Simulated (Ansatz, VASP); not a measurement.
# P in VASP and in Ansatz

```
P
1.0
     1.81702    1.04906    3.09353
    -1.81702    1.04906    3.09353
     0.00000   -2.09811    3.09353
P
2
Direct
  0.23620 0.23620 0.23620
  0.76380 0.76380 0.76380
```

Alike in both runs: task relaxation of cell and atoms; functional PBE; dispersion D3(BJ); k mesh 6 × 6 × 6; occupations gaussian, width 0.1 eV; no spin polarisation.

```csv
,VASP,Ansatz
version,VASP 6.6.1,Ansatz 0.2.0
potentials or method,"VASP PAW PBE potentials, release 64 (P), cutoff 500 eV","scalar-relativistic, plane waves, PAW"
valence electrons in the cell,10,10
```

VASP gave:

* gap on the k mesh at the Fermi level, each at its own relaxed structure (eV): none
* relaxed volume (Å³/atom): 14.94
* relaxed cell length with the largest relative difference (Å): 3.563

**Question.** Which values does Ansatz return?

**Answer.** gap on the k mesh at the Fermi level, each at its own relaxed structure (eV): none; relaxed volume (Å³/atom): 15.05; relaxed cell length with the largest relative difference (Å): 3.569.

A gap of «none» marks a metal or a gap that the smearing closes.

Noted on VASP's run: the volume moved by over 15 % at a fixed basis, so the end points are rough.
